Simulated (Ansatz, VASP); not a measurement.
**Two plane-wave programs on Ir**

POSCAR

```
Ir
1.0
    2.7148619862      0.0000000000      0.0000000000
   -1.3574309931      2.3511394478      0.0000000000
    0.0000000000      0.0000000000      4.4333696235
Ir
2
Direct
    0.3333333333      0.6666666667      0.2500000000
    0.6666666667      0.3333333333      0.7500000000
```

The input INCAR.step1:

```
SYSTEM = Ir
ALGO = Normal
EDIFF = 1E-4
ENCUT = 600
GGA = PE
ISMEAR = -1
LASPH = .True.
LCHARG = .False.
LREAL = .False.
LWAVE = .True.
NELM = 100
PREC = Accurate
SIGMA = 0.1
```

Contents of INCAR.step2:

```
SYSTEM = Ir
ALGO = Normal
EDIFF = 1E-6
EDIFFG = -0.01
ENCUT = 600
IBRION = 2
ISIF = 3
ISMEAR = -1
ISTART = 1
LASPH = .True.
LCHARG = .False.
LMIXTAU = .True.
LREAL = .False.
LWAVE = .False.
METAGGA = R2SCAN
NELM = 100
NSW = 80
PREC = Accurate
SIGMA = 0.1
```

KPOINTS

```
k-points
0
Gamma
  13 13 7
  0 0 0
```

Input for Ansatz:

```yaml
crystal:
  lattice:
    - [2.7148619862, 0.0, 0.0]
    - [-1.3574309931, 2.3511394478, 0.0]
    - [0.0, 0.0, 4.4333696235]
  atoms:
    - { symbol: Ir, position: [0.3333333333, 0.6666666667, 0.25] }
    - { symbol: Ir, position: [0.6666666667, 0.3333333333, 0.75] }
hamiltonian:
  xc: r2scan
  pseudopotentials:
    kind: paw
    azcp:
      Ir: "pseudopotentials/Ir.paw.azcp"
basis:
  ecutwfc: 500
  fft_grid_basis: typed
kpoints:
  mp_grid: { grid: [13, 13, 7], shift: [0, 0, 0] }
magnetization:
  spin_polarized: false
scf:
  occupations: { method: fermi_dirac, width: 0.1 }
relax:
  max_steps: 60
  f_tol: 0.01
  cell: {}
```

Alike in both runs: task relaxation of cell and atoms; functional r2SCAN; k mesh 13 × 13 × 7; occupations fermi-dirac, width 0.1 eV; no spin polarisation.

|  | VASP | Ansatz |
| --- | --- | --- |
| version | VASP 6.6.1 | Ansatz 0.2.0 |
| potentials or method | VASP PAW PBE potentials, release 64 (Ir), cutoff 600 eV | plane waves (500 eV) with PAW, scalar-relativistic |
| valence electrons in the cell | 18 | 34 |

```tsv
	VASP	Ansatz	Ansatz less VASP
relaxed volume (Å³/atom)	14.37	14.28	-0.095
relaxed cell length with the largest relative difference (Å)	4.438	4.428	-0.0107
```

VASP's potentials were made for PBE, not for r2SCAN. VASP's potentials hold 18 valence electrons a cell and Ansatz's 34, so a difference there can come from the potentials and not from the codes.

Spin-orbit coupling is off throughout.
